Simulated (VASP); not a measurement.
# MgSi (P4/mmm) in VASP: notebook

The runs below take MgSi through single point, with r2SCAN.

Program: VASP 6.6.1. These are calculated values, not measurements. Logs are shortened: lines on timing, memory, paths and dates and some standing lists are left out, and cuts for length are marked.

## Step 1: The cell of the first run

The structure is tetragonal, space group P4/mmm (No. 123). Conventional cell: a = 2.908 Å, b = 2.908 Å, c = 3.980 Å, α = 90.00°, β = 90.00°, γ = 90.00°. Mg (site symmetry 4/mmm) has 8 Si at 2.86 Å and 4 Mg at 2.91 Å within 3.8 Å. Si (site symmetry 4/mmm) has 8 Mg at 2.86 Å and 4 Si at 2.91 Å within 3.8 Å.

## Step 2: Single point, r2SCAN (strain +0.000 along x and y, -0.030 along z)

POSCAR reads:

```
MgSi
1.0
    2.9083940000      0.0000000000      0.0000000000
    0.0000000000      2.9083940000      0.0000000000
    0.0000000000      0.0000000000      3.9803241900
Mg Si
1 1
Direct
    0.0000000000      0.0000000000      0.0000000000
    0.5000000000      0.5000000000      0.5000000000
```

INCAR.step1 reads:

```
PREC = Accurate
ENCUT = 520
ISMEAR = 0
SIGMA = 0.15
LREAL = F
LASPH = T
NELM = 80
NBANDS = 10
GGA = PE
ALGO = Normal
EDIFF = 1E-4
LWAVE = T
LCHARG = F
```

INCAR.step2 reads:

```
PREC = Accurate
ENCUT = 520
EDIFF = 1E-6
ISMEAR = 0
SIGMA = 0.15
LREAL = F
LASPH = T
NELM = 80
ALGO = Normal
ISIF = 2
LWAVE = F
LCHARG = T
METAGGA = R2SCAN
LMIXTAU = T
LELF = T
LVHAR = T
NBANDS = 10
ISTART = 1
```

KPOINTS reads:

```
regular mesh
0
Gamma
  16 16 12
```

Potentials or basis: VASP PAW PBE potentials, release 64 (Mg, Si).

On the command line:

```
$ cat potpaw_PBE.64/Mg/POTCAR potpaw_PBE.64/Si/POTCAR > POTCAR
$ cp INCAR.step1 INCAR
$ mpirun -np 1 vasp_std > vasp.out
$ cp INCAR.step2 INCAR
$ mpirun -np 1 vasp_std > vasp.out
```

OUTCAR:

```text
PREC = Accurate
   ENCUT = 520
   EDIFF = 1E-6
   ISMEAR = 0
   LREAL = F
   LASPH = T
   NELM = 80
   ISIF = 2
   METAGGA = R2SCAN
   ISTART = 1

 ion  position               nearest neighbor table
   1  0.000  0.000  0.000-   2 2.86   2 2.86   2 2.86   2 2.86   2 2.86   2 2.86   2 2.86   2 2.86

   2  0.500  0.500  0.500-   1 2.86   1 2.86   1 2.86   1 2.86   1 2.86   1 2.86   1 2.86   1 2.86

  LATTYP: Found a simple tetragonal cell.
 ALAT       =     2.9083940000
 C/A-ratio  =     1.3685642970

  Lattice vectors:

 A1 = (   2.9083940000,   0.0000000000,   0.0000000000)
 A2 = (   0.0000000000,   2.9083940000,   0.0000000000)
 A3 = (   0.0000000000,   0.0000000000,   3.9803241900)

Analysis of symmetry for initial positions (statically):
=====================================================================
 Subroutine PRICEL returns:
 Original cell was already a primitive cell.

 Routine SETGRP: Setting up the symmetry group for a
 simple tetragonal supercell.

 Subroutine GETGRP returns: Found 16 space group operations
 (whereof 16 operations were pure point group operations)
 out of a pool of 16 trial point group operations.

The static configuration has the point symmetry D_4h.

Analysis of symmetry for dynamics (positions and initial velocities):
=====================================================================
 Subroutine PRICEL returns:
 Original cell was already a primitive cell.

 Routine SETGRP: Setting up the symmetry group for a
 simple tetragonal supercell.

 Subroutine GETGRP returns: Found 16 space group operations
 (whereof 16 operations were pure point group operations)
 out of a pool of 16 trial point group operations.

The dynamic configuration has the point symmetry D_4h.

 Subroutine INISYM returns: Found 16 space group operations
 (whereof 16 operations are pure point group operations),
 and found     1 'primitive' translations

----------------------------------------------------------------------------------------

                                     Primitive cell

  volume of cell :      33.6686

  direct lattice vectors                    reciprocal lattice vectors
     2.908394000  0.000000000  0.000000000     0.343832369  0.000000000  0.000000000
     0.000000000  2.908394000  0.000000000     0.000000000  0.343832369  0.000000000
     0.000000000  0.000000000  3.980324190     0.000000000  0.000000000  0.251235817

  length of vectors
     2.908394000  2.908394000  3.980324190     0.343832369  0.343832369  0.251235817

  position of ions in fractional coordinates (direct lattice)
     0.000000000  0.000000000  0.000000000
     0.500000000  0.500000000  0.500000000

  ion indices of the primitive-cell ions
   primitive index   ion index
                 1           1
                 2           2

----------------------------------------------------------------------------------------

 KPOINTS: regular mesh

Automatic generation of k-mesh.
 Grid dimensions read from file:
 generate k-points for:   16   16   12

 Generating k-lattice:

  Cartesian coordinates                     Fractional coordinates (reciprocal lattice)
     0.021489523  0.000000000  0.000000000     0.062500000  0.000000000  0.000000000
     0.000000000  0.021489523  0.000000000     0.000000000  0.062500000  0.000000000
     0.000000000  0.000000000  0.020936318     0.000000000  0.000000000  0.083333333

  Length of vectors
     0.021489523  0.021489523  0.020936318

  Shift w.r.t. Gamma in fractional coordinates (k-lattice)
     0.000000000  0.000000000  0.000000000

 Subroutine IBZKPT returns following result:
 ===========================================

 Found    315 irreducible k-points:

 Following reciprocal coordinates:
            Coordinates               Weight
  0.000000  0.000000  0.000000      1.000000
  0.062500  0.000000  0.000000      4.000000
  0.125000  0.000000  0.000000      4.000000
  0.187500  0.000000  0.000000      4.000000
  0.250000  0.000000  0.000000      4.000000
  0.312500  0.000000  0.000000      4.000000
[... 16 lines left out ...]
  0.437500  0.125000  0.000000      8.000000
  0.500000  0.125000  0.000000      4.000000
 [... further k-points ...]
   k-points           NKPTS =    315   k-points in BZ     NKDIM =    315   number of bands    NBANDS=     10
   number of dos      NEDOS =    301   number of ions     NIONS =      2
   total plane-waves  NPLWV =  17280
   dimension x,y,z NGX =    24 NGY =   24 NGZ =   30
   dimension x,y,z NGXF=    48 NGYF=   48 NGZF=   60
   ions per type =               1   1
   NGX,Y,Z   is equivalent  to a cutoff of  13.72, 13.72, 12.53 a.u.
   NGXF,Y,Z  is equivalent  to a cutoff of  27.44, 27.44, 25.06 a.u.
 SYSTEM =  unknown system
   PREC   = accura    normal or accurate (medium, high low for compatibility)
   ISTART =      1    job   : 0-new  1-cont  2-samecut
   ICHARG =      0    charge: 1-file 2-atom 10-const
   ISPIN  =      1    spin polarized calculation?
   LNONCOLLINEAR =      F non collinear calculations
   LSORBIT =      F    spin-orbit coupling
   LASPH  =      T    aspherical Exc in radial PAW
   ENCUT  =  520.0 eV  38.22 Ry    6.18 a.u.   5.41  5.41  7.40*2*pi/ulx,y,z
   NELM   =     80;   NELMIN=  2; NELMDL=  0     # of ELM steps
   EDIFF  = 0.1E-05   stopping-criterion for ELM
   LREAL  =      F    real-space projection
   EDIFFG = 0.1E-04   stopping-criterion for IOM
   NSW    =      0    number of steps for IOM
   IBRION =     -1    ionic relax: 0-MD 1-quasi-New 2-CG
   NFREE  =      0    steps in history (QN), initial steepest desc. (CG)
   ISIF   =      2    stress and relaxation
   ISYM   =      2    0-nonsym 1-usesym 2-fastsym
   POTIM  = 0.5000    time-step for ionic-motion
   TEBEG  =    0.0;   TEEND  =   0.0 temperature during run
   PSTRESS=    0.0 pullay stress
   NELECT =       6.0000    total number of electrons
   NUPDOWN=      -1.0000    fix difference up-down
   EMIN   =  10.00;   EMAX   =-10.00  energy-range for DOS
   EFERMI =   0.00;   METHOD = LEGACY
   ISMEAR =     0;   SIGMA  =   0.15  broadening in eV -4-tet -1-fermi 0-gaus
   EFERMI_NEDOS =   21; number of points for ismear=-14 and -15
   IALGO  =     38    algorithm
   IMIX   =      4    mixing-type and parameters
     AMIX     =   0.40;   BMIX     =  1.00
     AMIX_MAG =   1.60;   BMIX_MAG =  1.00
  volume/ion in A,a.u.               =      16.83       113.60
  Fermi-wavevector in a.u.,A,eV,Ry     =   0.921263  1.740935 11.547610  0.848725
  Thomas-Fermi vector in A             =   2.046660
   LORBIT       =      0    0 simple, 1 ext, 2 COOP (PROOUT), +10 PAW based schemes
   METAGGA = R2SCAN    functional components
   LHFCALC =     F    Hartree Fock is set to
   AEXX    =    0.0000 exact exchange contribution
   IVDW    =     0    specifies the selected vdW correction
   LEPSILON=     F    determine dielectric tensor
   LRPA    =     F    only Hartree local field effects (RPA)
 non-spin polarized calculation
 Gauss-broadening in eV      SIGMA  =   0.15
  energy-cutoff  :      520.00
  volume of cell :       33.67
 maximum number of plane-waves:       926
 NGX is ok and might be reduce to    24
   NGX = 11   NGY = 11   NGZ = 15

 number of electron       6.0000000 magnetization

 Free energy of the ion-electron system (eV)
  ---------------------------------------------------
  ext. energy  EPLUGINS =         0.00000000
  ---------------------------------------------------
  free energy    TOTEN  =       -12.63099663 eV

  energy without entropy =      -12.62329057  energy(sigma->0) =      -12.62714360

 E-fermi :   6.4596     XC(G=0): -10.6036

 val. band max:        6.4286316504   @ k =   0.5000   0.5000   0.3333
 cond. band min:       6.4599003826   @ k =   0.5000   0.1875   0.0833
 fundamental gap:      0.0312687322
 Fermi energy:         6.4596400695

 k-point     1 :       0.0000    0.0000    0.0000
  band No.  band energies     occupation
      1      -5.6651      2.00000
      2       3.6057      2.00000
      3       5.9707      2.00000
      4      10.9227      0.00000
      5      10.9227      0.00000
      6      11.9141      0.00000
      7      15.5994      0.00000
      8      19.7617      0.00000
      9      19.7617      0.00000
     10      20.6142      0.00000

 k-point     2 :       0.0625    0.0000    0.0000
  band No.  band energies     occupation
      1      -5.5952      2.00000
      2       3.6668      2.00000
      3       6.0381      1.99993
      4       9.6623      0.00000
      5      10.9783      0.00000
      6      12.8206      0.00000
      7      16.1007      0.00000
      8      18.7027      0.00000
      9      19.8282      0.00000
     10      19.9661      0.00000

 k-point     3 :       0.1250    0.0000    0.0000
  band No.  band energies     occupation
      1      -5.3860      2.00000
      2       3.8493      2.00000
      3       6.2293      1.97014
      4       7.9569      0.00000
      5      11.1440      0.00000
      6      13.5871      0.00000
      7      17.0155      0.00000
      8      17.3174      0.00000
      9      18.9613      0.00000
     10      20.0266      0.00000

 k-point     4 :       0.1875    0.0000    0.0000
  band No.  band energies     occupation
      1      -5.0394      2.00000
      2       4.1501      2.00000
      3       6.0798      1.99966
      4       6.7477      0.00661
      5      11.4151      0.00000
      6      14.1381      0.00000
      7      15.3321      0.00000
      8      17.0112      0.00000
      9      19.8576      0.00000
     10      20.3540      0.00000
[... 222 lines left out ...]
 k-point    22 :       0.3750    0.1250    0.0000
  band No.  band energies     occupation
      1      -2.9763      2.00000
      2       1.9674      2.00000
      3       5.8884      2.00000
      4       8.6438      0.00000
      5      10.2312      0.00000
      6      11.3417      0.00000
      7      13.2992      0.00000
      8      15.5686      0.00000
      9      18.8684      0.00000
     10      19.1129      0.00000

 k-point    23 :       0.4375    0.1250    0.0000
  band No.  band energies     occupation
      1      -2.2480      2.00000
      2       0.8527      2.00000
      3       6.4165      1.31595
      4       9.3654      0.00000
      5      10.4157      0.00000
      6      10.7485      0.00000
      7      12.2578      0.00000
      8      14.7012      0.00000
      9      19.3358      0.00000
     10      19.6618      0.00000

 k-point    24 :       0.5000    0.1250    0.0000
  band No.  band energies     occupation
      1      -1.8401      2.00000
      2       0.3155      2.00000
      3       6.6607      0.05796
      4       9.7744      0.00000
      5      10.0386      0.00000
      6      10.9939      0.00000
      7      11.7310      0.00000
      8      14.3470      0.00000
      9      19.5430      0.00000
     10      19.9197      0.00000

 [... further k-points ...]

------------------------ aborting loop because EDIFF is reached ----------------------------------------

  FORCE on cell =-STRESS in cart. coord.  units (eV):
  Direction    XX          YY          ZZ          XY          YZ          ZX
  --------------------------------------------------------------------------------------
  -------------------------------------------------------------------------------------
  Total        0.2639499      0.2639499     -0.0020115      0.0000000      0.0000000      0.0000000
  in kB       12.5605060     12.5605060     -0.0957212      0.0000000      0.0000000      0.0000000
  external PRESSURE =       8.3417636 kB  Pullay stress =       0.0000000 kB

 VOLUME and BASIS-vectors are now :
 -----------------------------------------------------------------------------
  energy-cutoff  :      520.00
  volume of cell :       33.67
      direct lattice vectors                 reciprocal lattice vectors
     2.908394000  0.000000000  0.000000000     0.343832369  0.000000000  0.000000000
     0.000000000  2.908394000  0.000000000     0.000000000  0.343832369  0.000000000
     0.000000000  0.000000000  3.980324190     0.000000000  0.000000000  0.251235817

 POSITION                                       TOTAL-FORCE (eV/Angst)
 -----------------------------------------------------------------------------------
      0.00000      0.00000      0.00000         0.000000      0.000000      0.000000
      1.45420      1.45420      1.99016         0.000000      0.000000      0.000000
 -----------------------------------------------------------------------------------
    total drift:                               -0.000000     -0.000000     -0.000000

  FREE ENERGIE OF THE ION-ELECTRON SYSTEM (eV)
  ---------------------------------------------------
  free  energy   TOTEN  =       -12.6309966285 eV

  energy  without entropy=      -12.6232905664  energy(sigma->0) =      -12.62714360
```

It took 2.6 min on 1 thread of AMD EPYC 9R45 (Zen 5), shared host; peak memory 0.22 GiB.

What came out:

| Quantity | Value |
| --- | --- |
| Free energy | -12.6310 eV |
| Pressure | 0.8 GPa |
| Band gap on the k mesh | zero (bands 3 and 4 overlap by 6.74 eV) |

Caveat: the cell differs from its parent crystal (strain +0.000 along x and y, -0.030 along z); the PAW data sets were made with another functional, which shifts forces and pressure a little.

## Step 3: Single point, r2SCAN (strain +0.000 along x and y, +0.030 along z)

POSCAR, as its differences from that of step 2:

```diff
@@ -4,3 +4,3 @@
     0.0000000000      2.9083940000      0.0000000000
-    0.0000000000      0.0000000000      3.9803241900
+    0.0000000000      0.0000000000      4.2265298100
 Mg Si
```

INCAR.step1 reads:

```
SYSTEM = MgSi
PREC = Accurate ; ENCUT = 520
ISMEAR = 0 ; SIGMA = 0.15
LREAL = .False. ; LASPH = .True.
NELM = 100 ; NBANDS = 10
GGA = PE ; ALGO = Normal
EDIFF = 1E-4 ; LWAVE = .True.
LCHARG = .False.
```

INCAR.step2 reads:

```
SYSTEM = MgSi
PREC = Accurate ; ENCUT = 520
EDIFF = 1E-6 ; ISMEAR = 0
SIGMA = 0.15 ; LREAL = .False.
LASPH = .True. ; NELM = 100
ALGO = Normal ; ISIF = 2
LWAVE = .False. ; LCHARG = .False.
METAGGA = R2SCAN ; LMIXTAU = .True.
NBANDS = 10 ; ISTART = 1
```

KPOINTS reads:

```
Automatic mesh
0
Gamma
  16 16 12
  0 0 0
```

Potentials or basis: VASP PAW PBE potentials, release 64 (Mg, Si).

On the command line:

```
$ cat potpaw_PBE.64/Mg/POTCAR potpaw_PBE.64/Si/POTCAR > POTCAR
$ cp INCAR.step1 INCAR
$ mpirun -np 1 vasp_std > vasp.out
$ cp INCAR.step2 INCAR
$ mpirun -np 1 vasp_std > vasp.out
```

OUTCAR:

```text
SYSTEM = MgSi
   PREC = Accurate
   ENCUT = 520
   EDIFF = 1E-6
   ISMEAR = 0
   LREAL = .False.
   LASPH = .True.
   NELM = 100
   ISIF = 2
   METAGGA = R2SCAN
   ISTART = 1

 ion  position               nearest neighbor table
   1  0.000  0.000  0.000-   2 2.95   2 2.95   2 2.95   2 2.95   2 2.95   2 2.95   2 2.95   2 2.95

   2  0.500  0.500  0.500-   1 2.95   1 2.95   1 2.95   1 2.95   1 2.95   1 2.95   1 2.95   1 2.95

  LATTYP: Found a simple tetragonal cell.
 ALAT       =     2.9083940000
 C/A-ratio  =     1.4532177587

  Lattice vectors:
[... 502 lines left out ...]

  FORCE on cell =-STRESS in cart. coord.  units (eV):
  Direction    XX          YY          ZZ          XY          YZ          ZX
  --------------------------------------------------------------------------------------
  -------------------------------------------------------------------------------------
  Total       -0.4936999     -0.4936999     -1.3552876      0.0000000     -0.0000000     -0.0000000
  in kB      -22.1249963    -22.1249963    -60.7367621      0.0000000     -0.0000000     -0.0000000
  external PRESSURE =     -34.9955849 kB  Pullay stress =       0.0000000 kB

 VOLUME and BASIS-vectors are now :
 -----------------------------------------------------------------------------
  energy-cutoff  :      520.00
  volume of cell :       35.75
      direct lattice vectors                 reciprocal lattice vectors
     2.908394000  0.000000000  0.000000000     0.343832369  0.000000000  0.000000000
     0.000000000  2.908394000  0.000000000     0.000000000  0.343832369  0.000000000
     0.000000000  0.000000000  4.226529810     0.000000000  0.000000000  0.236600721

 POSITION                                       TOTAL-FORCE (eV/Angst)
 -----------------------------------------------------------------------------------
      0.00000      0.00000      0.00000         0.000000      0.000000      0.000000
      1.45420      1.45420      2.11326         0.000000      0.000000      0.000000
 -----------------------------------------------------------------------------------
    total drift:                               -0.000000     -0.000000     -0.000000

  FREE ENERGIE OF THE ION-ELECTRON SYSTEM (eV)
  ---------------------------------------------------
  free  energy   TOTEN  =       -12.5854402783 eV

  energy  without entropy=      -12.5788591630  energy(sigma->0) =      -12.58214972
```

It took 2.4 min on 1 thread of AMD EPYC 9R45 (Zen 5), shared host; peak memory 0.22 GiB.

What came out:

```yaml
Free_energy: -12.5854 eV
Pressure: -3.5 GPa
Band_gap_on_the_k_mesh: zero (bands 3 and 4 overlap by 6.71 eV)
```

Stress tensor (GPa, compression positive):
```
-2.21  0.00  0.00
 0.00 -2.21  0.00
 0.00  0.00 -6.07
```

Caveat: the cell differs from its parent crystal (strain +0.000 along x and y, +0.030 along z); the cell stands under tension; the PAW data sets were made with another functional, which shifts forces and pressure a little.
